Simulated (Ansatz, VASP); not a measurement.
# V: VASP beside Ansatz

File INCAR:

```
SYSTEM = V
PREC = Accurate ; ENCUT = 520
EDIFF = 1E-7 ; ISMEAR = -1
SIGMA = 0.05 ; LREAL = .FALSE.
LASPH = .TRUE. ; NELM = 150
ALGO = Fast ; ISIF = 2
LWAVE = .FALSE. ; LCHARG = .TRUE.
ISPIN = 2 ; MAGMOM = 2 -1
LORBIT = 11 ; LMAXMIX = 4
LDAU = .TRUE. ; LDAUTYPE = 2
LDAUL = 2 ; LDAUU = 6
LDAUJ = 0 ; LDAUPRINT = 1
GGA = PE ; LELF = .TRUE.
LVHAR = .TRUE. ; NBANDS = 24
```

Contents of KPOINTS:

```
regular mesh
0
G
  9 5 9
  0 0 0
```

POSCAR

```
V
1.0
    0.0000000000      0.0000000000      3.0287000000
    3.0287000000     -3.0287000000      0.0000000000
    1.5143500000      1.5143500000     -1.5143500000
V
2
Direct
    0.0000000000      0.0000000000      0.0000000000
    0.5000000000      0.5000000000      0.0000000000
```

File input.yaml:

```yaml
crystal:
  lattice:
    - [0.0, 0.0, 3.0287]
    - [3.0287, -3.0287, 0.0]
    - [1.51435, 1.51435, -1.51435]
  atoms:
    - { symbol: V, position: [0.0, 0.0, 0.0], spin: 2.0 }
    - { symbol: V, position: [0.5, 0.5, 0.0], spin: -1.0 }
kpoints:
  mp_grid: { grid: [9, 5, 9] }
scf:
  occupations: { method: fermi_dirac, width: 0.05 }
hamiltonian:
  xc: pbe
  pseudopotentials: { kind: all_electron, lapw: { basis_error: 0.001 } }
  hubbard:
    sites: [{ species: V, l: d, u_eff: 6 }]
    double_counting: fll
    projectors: ortho-atomic
magnetization:
  spin_polarized: true
output:
  forces: true
  stress: true
  eigenvalues: true
  hubbard: {}
```

Alike in both runs: task single point; functional PBE; k mesh 9 × 5 × 9; occupations fermi-dirac, width 0.05 eV; collinear spin; Hubbard terms V d U = 6.0 eV.

|  | VASP | Ansatz |
| --- | --- | --- |
| version | VASP 6.6.1 | Ansatz 0.2.0 |
| potentials or method | VASP PAW PBE potentials, release 64 (V_sv), cutoff 520 eV | all-electron LAPW, scalar-relativistic |

```csv
,VASP,Ansatz,Ansatz less VASP
gap on the k mesh at the Fermi level (eV),none,none,-
net moment per atom (μB),0.00,0.00,0.000
size of the moment on the site where the two differ most (μB),2.51,3.15,+0.648
```

Site moments also hang on the region over which each program counts them. The programs project onto different local orbitals, so the same U acts differently, and such runs can settle in different states. A gap of «none» marks a metal or a gap that the smearing closes. Ansatz ran all-electron here, and VASP with PAW potentials.

Noted on Ansatz's run: the k mesh is thin for a metal, which can move the energy by tens of meV per atom; the magnetic state may not be the lowest; U is the effective U less J, on atomic orbitals that reach past the spheres.
